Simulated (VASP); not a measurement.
# SnSe2 (P-3m1) in VASP: notebook

Runs on SnSe2. Level: PBE. Tasks: relaxation of the atoms, single point.

Program: VASP 6.6.1. These are calculated values, not measurements. Logs are shortened: lines on timing, memory, paths and dates and some standing lists are left out, and cuts for length are marked.

**1. The cell of the first run**

Symmetry: P-3m1, No. 164, trigonal system. Conventional cell: a = 3.872 Å, b = 3.872 Å, c = 7.111 Å, α = 90.00°, β = 90.00°, γ = 120.00°. Sn (site symmetry -3m) has 6 Se at 2.76 Å within 3.6 Å. Within 3.6 Å of Se (site symmetry 3m) lie 3 Sn at 2.76 Å.

**2. Relaxation of the atoms, PBE (strain along c alone, the other axes held: +2.0 %)**

INCAR

```
SYSTEM = SnSe2
ALGO     = Normal         ! electronic algorithm
EDIFF    = 1E-6           ! SCF threshold, eV
EDIFFG   = -0.008         ! ionic threshold
ENCUT    = 520            ! plane-wave cutoff, eV
GGA      = PE             ! functional
IBRION   = 2              ! ionic algorithm
ISIF     = 2              ! what is computed and relaxed
ISMEAR   = 0              ! smearing method
LASPH    = .True.         ! aspherical terms in the spheres
LCHARG   = .False.        ! write CHGCAR
LREAL    = .False.        ! projectors in reciprocal space
LWAVE    = .False.        ! write WAVECAR
NELM     = 60             ! most SCF steps
NSW      = 60             ! ionic steps
PREC     = Accurate       ! precision mode
SIGMA    = 0.02           ! smearing width, eV
```

KPOINTS

```
k-points
0
Gamma
  12 12 4
  0 0 0
```

POSCAR

```
SnSe2
1.0
    3.8716723131      0.0000000000      0.0000000000
   -1.9358361566      3.3529665783      0.0000000000
    0.0000000000      0.0000000000      7.1105230465
Sn Se
1 2
Direct
    0.0000000000      0.0000000000      0.0000000000
    0.6666666667      0.3333333333      0.7712614522
    0.3333333333      0.6666666667      0.2287385478
```

Potentials or basis: VASP PAW PBE potentials, release 64 (Sn_d, Se).

Started as:

```sh
$ cat potpaw_PBE.64/Sn_d/POTCAR potpaw_PBE.64/Se/POTCAR > POTCAR
$ mpirun -np 1 vasp_std > vasp.out
```

OUTCAR:

```text
SYSTEM = SnSe2
   EDIFF = 1E-6
   EDIFFG = -0.008
   ENCUT = 520
   GGA = PE
   IBRION = 2
   ISIF = 2
   ISMEAR = 0
   LASPH = .True.
   LREAL = .False.
   NELM = 60
   NSW = 60
   PREC = Accurate

 ion  position               nearest neighbor table
   1  0.000  0.000  0.000-   2 2.76   3 2.76   2 2.76   3 2.76   2 2.76   3 2.76
   2  0.667  0.333  0.771-   1 2.76   1 2.76   1 2.76
   3  0.333  0.667  0.229-   1 2.76   1 2.76   1 2.76

  LATTYP: Found a hexagonal cell.
 ALAT       =     3.8716723131
 C/A-ratio  =     1.8365508420

  Lattice vectors:

 A1 = (   3.8716723131,   0.0000000000,   0.0000000000)
 A2 = (  -1.9358361566,   3.3529665783,   0.0000000000)
 A3 = (   0.0000000000,   0.0000000000,   7.1105230465)

Analysis of symmetry for initial positions (statically):
=====================================================================
 Subroutine PRICEL returns:
 Original cell was already a primitive cell.

 Routine SETGRP: Setting up the symmetry group for a
 hexagonal supercell.

 Subroutine GETGRP returns: Found 12 space group operations
 (whereof 12 operations were pure point group operations)
 out of a pool of 24 trial point group operations.

The static configuration has the point symmetry D_3d.

Analysis of symmetry for dynamics (positions and initial velocities):
=====================================================================
 Subroutine PRICEL returns:
 Original cell was already a primitive cell.

 Routine SETGRP: Setting up the symmetry group for a
 hexagonal supercell.

 Subroutine GETGRP returns: Found 12 space group operations
 (whereof 12 operations were pure point group operations)
 out of a pool of 24 trial point group operations.

The dynamic configuration has the point symmetry D_3d.

 Subroutine INISYM returns: Found 12 space group operations
 (whereof 12 operations are pure point group operations),
 and found     1 'primitive' translations

----------------------------------------------------------------------------------------

                                     Primitive cell

  volume of cell :      92.3059

  direct lattice vectors                    reciprocal lattice vectors
     3.871672313  0.000000000  0.000000000     0.258286322  0.149121677  0.000000000
    -1.935836157  3.352966578  0.000000000     0.000000000  0.298243355  0.000000000
     0.000000000  0.000000000  7.110523046     0.000000000  0.000000000  0.140636630

  length of vectors
     3.871672313  3.871672313  7.110523046     0.298243355  0.298243355  0.140636630

  position of ions in fractional coordinates (direct lattice)
     0.000000000  0.000000000  0.000000000
     0.666666667  0.333333333  0.771261452
     0.333333333  0.666666667  0.228738548

  ion indices of the primitive-cell ions
   primitive index   ion index
                 1           1
                 2           2
                 3           3

----------------------------------------------------------------------------------------

 KPOINTS: k-points

Automatic generation of k-mesh.
 Grid dimensions read from file:
 generate k-points for:   12   12    4

 Generating k-lattice:

  Cartesian coordinates                     Fractional coordinates (reciprocal lattice)
     0.021523860  0.012426806  0.000000000     0.083333333  0.000000000  0.000000000
     0.000000000  0.024853613  0.000000000     0.000000000  0.083333333  0.000000000
     0.000000000  0.000000000  0.035159158     0.000000000  0.000000000  0.250000000

  Length of vectors
     0.024853613  0.024853613  0.035159158

  Shift w.r.t. Gamma in fractional coordinates (k-lattice)
     0.000000000  0.000000000  0.000000000

 Subroutine IBZKPT returns following result:
 ===========================================

 Found     69 irreducible k-points:

 Following reciprocal coordinates:
            Coordinates               Weight
  0.000000  0.000000  0.000000      1.000000
  0.083333  0.000000  0.000000      6.000000
  0.166667 -0.000000  0.000000      6.000000
  0.250000  0.000000  0.000000      6.000000
  0.333333  0.000000  0.000000      6.000000
  0.416667  0.000000  0.000000      6.000000
[... 16 lines left out ...]
  0.166667 -0.000000  0.250000      6.000000
  0.000000  0.166667  0.250000      6.000000
 [... further k-points ...]
   k-points           NKPTS =     69   k-points in BZ     NKDIM =     69   number of bands    NBANDS=     17
   number of dos      NEDOS =    301   number of ions     NIONS =      3
   total plane-waves  NPLWV =  48600
   dimension x,y,z NGX =    30 NGY =   30 NGZ =   54
   dimension x,y,z NGXF=    60 NGYF=   60 NGZF=  108
   ions per type =               1   2
   NGX,Y,Z   is equivalent  to a cutoff of  12.88, 12.88, 12.63 a.u.
   NGXF,Y,Z  is equivalent  to a cutoff of  25.76, 25.76, 25.25 a.u.
 SYSTEM =  SnSe2
   PREC   = accura    normal or accurate (medium, high low for compatibility)
   ISTART =      0    job   : 0-new  1-cont  2-samecut
   ICHARG =      2    charge: 1-file 2-atom 10-const
   ISPIN  =      1    spin polarized calculation?
   LNONCOLLINEAR =      F non collinear calculations
   LSORBIT =      F    spin-orbit coupling
   LASPH  =      T    aspherical Exc in radial PAW
   ENCUT  =  520.0 eV  38.22 Ry    6.18 a.u.   7.20  7.20 13.22*2*pi/ulx,y,z
   NELM   =     60;   NELMIN=  2; NELMDL= -5     # of ELM steps
   EDIFF  = 0.1E-05   stopping-criterion for ELM
   LREAL  =      F    real-space projection
   EDIFFG = -.8E-02   stopping-criterion for IOM
   NSW    =     60    number of steps for IOM
   IBRION =      2    ionic relax: 0-MD 1-quasi-New 2-CG
   NFREE  =      1    steps in history (QN), initial steepest desc. (CG)
   ISIF   =      2    stress and relaxation
   ISYM   =      2    0-nonsym 1-usesym 2-fastsym
   POTIM  = 0.5000    time-step for ionic-motion
   TEBEG  =    0.0;   TEEND  =   0.0 temperature during run
   PSTRESS=    0.0 pullay stress
   NELECT =      26.0000    total number of electrons
   NUPDOWN=      -1.0000    fix difference up-down
   EMIN   =  10.00;   EMAX   =-10.00  energy-range for DOS
   EFERMI =   0.00;   METHOD = LEGACY
   ISMEAR =     0;   SIGMA  =   0.02  broadening in eV -4-tet -1-fermi 0-gaus
   EFERMI_NEDOS =   21; number of points for ismear=-14 and -15
   IALGO  =     38    algorithm
   IMIX   =      4    mixing-type and parameters
     AMIX     =   0.40;   BMIX     =  1.00
     AMIX_MAG =   1.60;   BMIX_MAG =  1.00
  volume/ion in A,a.u.               =      30.77       207.64
  Fermi-wavevector in a.u.,A,eV,Ry     =   1.073139  2.027939 15.668854  1.151628
  Thomas-Fermi vector in A             =   2.208930
   LORBIT       =      0    0 simple, 1 ext, 2 COOP (PROOUT), +10 PAW based schemes
   GGA     = PE    functional components
   LHFCALC =     F    Hartree Fock is set to
   AEXX    =    0.0000 exact exchange contribution
   IVDW    =     0    specifies the selected vdW correction
   LEPSILON=     F    determine dielectric tensor
   LRPA    =     F    only Hartree local field effects (RPA)
 conjugate gradient relaxation of ions
 non-spin polarized calculation
 Gauss-broadening in eV      SIGMA  =   0.02
  energy-cutoff  :      520.00
  volume of cell :       92.31
 maximum number of plane-waves:      2512
 NGX is ok and might be reduce to    30
   NGX = 15   NGY = 15   NGZ = 27

--------------------------------------- Ionic step        1  -------------------------------------------

 number of electron      25.9999997 magnetization

 Free energy of the ion-electron system (eV)
  ---------------------------------------------------
  ext. energy  EPLUGINS =         0.00000000
  ---------------------------------------------------
  free energy    TOTEN  =       -11.86633511 eV

  energy without entropy =      -11.86633511  energy(sigma->0) =      -11.86633511

------------------------ aborting loop because EDIFF is reached ----------------------------------------

  FORCE on cell =-STRESS in cart. coord.  units (eV):
  Direction    XX          YY          ZZ          XY          YZ          ZX
  --------------------------------------------------------------------------------------
  -------------------------------------------------------------------------------------
  Total       -0.3157605     -0.3157605     -0.8862797      0.0000000      0.0000000      0.0000000
  in kB       -5.4807378     -5.4807378    -15.3833891      0.0000000      0.0000000      0.0000000
  external PRESSURE =      -8.7816216 kB  Pullay stress =       0.0000000 kB
[... 96 lines left out ...]
  energy  without entropy=      -11.8744608378  energy(sigma->0) =      -11.87446084

--------------------------------------- Ionic step        4  -------------------------------------------

 number of electron      25.9999996 magnetization

 Free energy of the ion-electron system (eV)
  ---------------------------------------------------
  ext. energy  EPLUGINS =         0.00000000
  ---------------------------------------------------
  free energy    TOTEN  =       -11.87447155 eV

  energy without entropy =      -11.87447155  energy(sigma->0) =      -11.87447155

 E-fermi :   2.5539     XC(G=0):  -8.4891

 val. band max:        2.3930591425   @ k =   0.1667  -0.0000   0.0000
 cond. band min:       3.0938079509   @ k =   0.5000   0.0000   0.5000
 fundamental gap:      0.7007488084
 Fermi energy:         2.5539215606

 k-point     1 :       0.0000    0.0000    0.0000
  band No.  band energies     occupation
      1     -18.7211      2.00000
      2     -18.7211      2.00000
      3     -18.6885      2.00000
      4     -18.6795      2.00000
      5     -18.6795      2.00000
      6     -10.9468      2.00000
[... 9 lines left out ...]
     16       6.9757      0.00000
     17       6.9757      0.00000
[... 443 lines left out ...]
      1     -18.7301      2.00000
      2     -18.7130      2.00000
      3     -18.6861      2.00000
      4     -18.6812      2.00000
      5     -18.6787      2.00000
      6     -10.6826      2.00000
[... 9 lines left out ...]
     16       7.3614      0.00000
     17       7.5089      0.00000

 [... further k-points ...]

------------------------ aborting loop because EDIFF is reached ----------------------------------------

  FORCE on cell =-STRESS in cart. coord.  units (eV):
  Direction    XX          YY          ZZ          XY          YZ          ZX
  --------------------------------------------------------------------------------------
  -------------------------------------------------------------------------------------
  Total        0.0005988      0.0005988     -0.0211633     -0.0000000      0.0000000     -0.0000000
  in kB        0.0103929      0.0103929     -0.3673376     -0.0000000      0.0000000     -0.0000000
  external PRESSURE =      -0.1155172 kB  Pullay stress =       0.0000000 kB
[... 18 lines left out ...]
  FREE ENERGIE OF THE ION-ELECTRON SYSTEM (eV)
  ---------------------------------------------------
  free  energy   TOTEN  =       -11.8744715548 eV

  energy  without entropy=      -11.8744715548  energy(sigma->0) =      -11.87447155

 reached required accuracy - stopping structural energy minimisation
```

Run time: 3 min. Hardware: 1 thread of Intel Xeon Platinum 8259CL at 2.50GHz (Skylake/Cascade Lake), shared host; peak memory 0.29 GiB.

Results:

| Quantity | Value |
| --- | --- |
| Free energy | -11.8745 eV |
| Energy gained by relaxing | 2.7 meV/atom |
| Ionic steps | 4 |
| Pressure after relaxing | 0.0 GPa |
| Band gap on the k mesh | 0.70 eV (least direct gap 1.07 eV) |

The path:
| step | energy change (eV) | largest force (eV/Å) | pressure (GPa) |
| --- | --- | --- | --- |
| 1 | 0.0000 | 0.2665 | -0.88 |
| 2 | -0.0054 | 0.1542 | -0.53 |
| 3 | -0.0081 | 0.0093 | -0.06 |
| 4 | -0.0081 | 0.0005 | -0.01 |

Final structure:
```yaml
crystal:
  lattice:
    - [3.87167, 0.00000, 0.00000]
    - [-1.93584, 3.35297, 0.00000]
    - [0.00000, 0.00000, 7.11052]
  atoms:
    - { symbol: Sn, position: [0.00000, 0.00000, 0.00000] }
    - { symbol: Se, position: [0.66667, 0.33333, 0.77551] }
    - { symbol: Se, position: [0.33333, 0.66667, 0.22449] }
```

Levels at points of the mesh, in eV from the valence-band top:
```
           k point  band 10  band 11  band 12  band 13  band 14  band 15  band 16  band 17
(0.00, 0.00, 0.00)    -0.46    -0.46    -0.11    -0.11     1.12     3.09     4.58     4.58
(0.50, 0.00, 0.00)    -2.35    -2.17    -0.77    -0.28     0.90     3.91     5.58     5.69
(0.00, 0.00, 0.50)    -0.48    -0.48    -0.08    -0.08     1.94     3.01     4.52     4.52
(0.50, 0.00, 0.50)    -2.14    -2.06    -0.63    -0.37     0.70     4.20     4.94     5.73
```

Caveat: the cell differs from its parent crystal (strain along c alone, the other axes held: +2.0 %); spin-orbit coupling is left out, which moves the levels of the heavy elements; this functional lacks dispersion, which binds the layers, so the pressure and a relaxed spacing across them are unreliable. A k mesh can miss the band edges.

**3. Single point, PBE**

This run uses another cell than the first one, of 30.17 Å³/atom.

INCAR

```
SYSTEM = SnSe2
ALGO = Normal ; EDIFF = 1E-6
ENCUT = 520 ; GGA = PE
ISIF = 2 ; ISMEAR = 0
LASPH = .True. ; LCHARG = .True.
LELF = .True. ; LREAL = .False.
LVHAR = .True. ; LWAVE = .False.
NBANDS = 20 ; NELM = 100
PREC = Accurate ; SIGMA = 0.02
```

KPOINTS is that of step 2.

POSCAR

```
SnSe2
1.0
    3.8716723114      0.0000000000      0.0000000000
   -1.9358361557      3.3529665769      0.0000000000
    0.0000000000      0.0000000000      6.9711010426
Sn Se
1 2
Direct
    0.0000000000      0.0000000000      0.0000000000
    0.6666666667      0.3333333333      0.7712614528
    0.3333333333      0.6666666667      0.2287385472
```

Potentials or basis: VASP PAW PBE potentials, release 64 (Sn_d, Se).

Started as:

```sh
$ cat potpaw_PBE.64/Sn_d/POTCAR potpaw_PBE.64/Se/POTCAR > POTCAR
$ mpirun -np 1 vasp_std > vasp.out
```

It took 2.5 min on 1 thread of AMD EPYC 7R43 (Zen 3), shared host; peak memory 0.24 GiB.

It converged, with:

```yaml
Free_energy: -11.8745 eV
Pressure: 0.1 GPa
Largest_force: 0.013 eV/Å
Band_gap_on_the_k_mesh: 0.70 eV (least direct gap 1.08 eV)
```

Forces in eV/Å, atoms in the order of the input:
```
Sn   0.000  0.000  0.000
Se   0.000  0.000 -0.013
Se   0.000  0.000  0.013
```

Levels at points of the mesh, in eV from the valence-band top:
```
           k point  band 11  band 12  band 13  band 14  band 15  band 16
(0.00, 0.00, 0.00)    -0.47    -0.12    -0.12     1.09     3.09     4.59
(0.50, 0.00, 0.00)    -2.18    -0.79    -0.27     0.93     3.89     5.55
(0.00, 0.00, 0.50)    -0.49    -0.08    -0.08     1.99     3.00     4.51
(0.50, 0.00, 0.50)    -2.04    -0.63    -0.38     0.70     4.21     4.91
```

Caveat: spin-orbit coupling is left out, which moves the levels of the heavy elements; this functional lacks dispersion, which binds the layers, so the pressure and a relaxed spacing across them are unreliable.
